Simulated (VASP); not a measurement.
Here is a VASP 6.6.1 calculation.

The input INCAR:

```
SYSTEM = BAs
  ALGO = Normal
  EDIFF = 1E-6
  ENCUT = 520
  GGA = PE
  ISIF = 2
  ISMEAR = -1
  LASPH = .True.
  LCHARG = .False.
  LREAL = .False.
  LWAVE = .False.
  NBANDS = 11
  NELM = 60
  PREC = Accurate
  SIGMA = 0.08
```

File KPOINTS:

```
k-points
0
Gamma
  14 14 14
  0 0 0
```

File POSCAR:

```
BAs
1.0
    0.0000000000      2.3555712070      2.3555712070
    2.3555712070      0.0000000000      2.3555712070
    2.3555712070      2.3555712070      0.0000000000
B As
1 1
Direct
    0.0000000000      0.0000000000      0.0000000000
    0.2500000000      0.2500000000      0.2500000000
```

Potentials or basis: VASP PAW PBE potentials, release 64 (B, As).

The run is started by

```bash
$ cat potpaw_PBE.64/B/POTCAR potpaw_PBE.64/As/POTCAR > POTCAR
$ mpirun -np 1 vasp_std > vasp.out
```

Q: What does it give for the band gap on the k mesh?

A: 1.15 eV, indirect (least direct gap 3.33 eV).

Q: What does it give for the pressure?

A: 10.0 GPa.

 A k mesh can miss the band edges.
